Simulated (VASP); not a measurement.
Crystal: CdSiN2.

```
Cd N Si
1.0
     3.06296    0.00000    0.00000
     0.00000    3.06296    0.00000
     0.00000    0.00000    5.13817
Cd N Si
1 2 1
Direct
  0.00000 0.00000 0.00000
  0.00000 0.50000 0.31981
  0.50000 0.00000 0.68019
  0.50000 0.50000 0.50000
```

* Program: VASP 6.6.1
* Task: relaxation of cell and atoms
* Functional: LDA
* Potentials or basis: VASP PAW LDA potentials, release 64 (Cd_sv_GW, N, Si)
* Cutoff: 600 eV
* k mesh: 8 × 8 × 4
* Occupations: fermi-dirac, width 0.02 eV
* Spin: no spin polarisation

At the start: pressure -10.0 GPa; volume 12.05 Å³/atom.

Problem. Where does the relaxation end?

Solution. Over 14 steps the energy falls by 21.4 meV/atom and the volume is 11.41 Å³/atom (-5.3 %); space group P-4m2 (No. 115, to 0.1 Å) before and after.

The path:
| step | energy change (eV) | largest force (eV/Å) | pressure (GPa) | volume (Å³) |
| --- | --- | --- | --- | --- |
| 1 | 0.0000 | 0.1044 | -9.95 | 48.20 |
| 2 | 0.0163 | 0.4113 | 13.45 | 43.17 |
| 3 | -0.0831 | 0.2519 | -0.02 | 45.70 |
| 4 | -0.0831 | 0.2545 | 0.20 | 45.66 |
| 5 | -0.0856 | 0.0437 | 0.12 | 45.61 |
| 6 | -0.0857 | 0.0001 | 0.13 | 45.62 |
| 7 | -0.0857 | 0.0057 | 0.14 | 45.62 |
| 8 | -0.0857 | 0.0070 | -0.10 | 45.67 |
| 9 | -0.0857 | 0.0071 | -0.02 | 45.65 |
| 10 | -0.0857 | 0.0069 | -0.03 | 45.65 |
| 11 | -0.0857 | 0.0062 | 0.05 | 45.64 |
| 12 | -0.0857 | 0.0069 | 0.00 | 45.65 |
| 13 | -0.0857 | 0.0068 | 0.00 | 45.65 |
| 14 | -0.0857 | 0.0003 | 0.00 | 45.65 |

Final structure:
```
CELL_PARAMETERS angstrom
3.01391 0.00000 0.00000
0.00000 3.01391 0.00000
0.00000 0.00000 5.02560
ATOMIC_POSITIONS crystal
Cd 0.00000 0.00000 0.00000
N 0.00000 0.50000 0.31748
N 0.50000 0.00000 0.68252
Si 0.50000 0.50000 0.50000
```
